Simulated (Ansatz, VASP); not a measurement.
# Si7Ge: VASP beside Ansatz

```
CELL_PARAMETERS angstrom
5.46540 0.00000 0.00000
0.00000 5.46540 0.00000
0.00000 0.00000 5.46540
ATOMIC_POSITIONS crystal
Si 0.25262 0.25262 0.25262
Si 0.00000 0.50000 0.50000
Si 0.50000 0.50000 0.00000
Si 0.50000 0.00000 0.50000
Si 0.74738 0.25262 0.74738
Si 0.74738 0.74738 0.25262
Si 0.25262 0.74738 0.74738
Ge 0.02377 0.02377 0.02377
```

Alike in both runs: task single point; functional r2SCAN; k mesh 6 × 6 × 6; occupations gaussian, width 0.05 eV; no spin polarisation.

|  | VASP | Ansatz |
| --- | --- | --- |
| version | VASP 6.6.1 | Ansatz 0.2.0 |
| potentials or method | VASP PAW PBE potentials, release 64 (Si, Ge_d), cutoff 520 eV | scalar-relativistic, plane waves, PAW |
| valence electrons in the cell | 42 | 42 |

Ansatz gave:

```
gap on the k mesh at the Fermi level (eV)                     : 0.45
least direct gap on the mesh (eV)                             : 0.45
pressure (GPa)                                                : 0.8
traceless stress, the component that is largest in VASP (GPa) : 1.74
rms of the force components (eV/Å)                            : 1.031
```

Which values does VASP return?

gap on the k mesh at the Fermi level (eV): 0.46; least direct gap on the mesh (eV): 0.46; pressure (GPa): 0.6; traceless stress, the component that is largest in VASP (GPa): 1.73; rms of the force components (eV/Å): 1.031.

VASP's potentials were made for PBE, not for r2SCAN. Atom by atom the forces differ by 0.006 eV/Å (rms over components). The functional is the same, so the differences come from potentials, cutoffs and numerics.
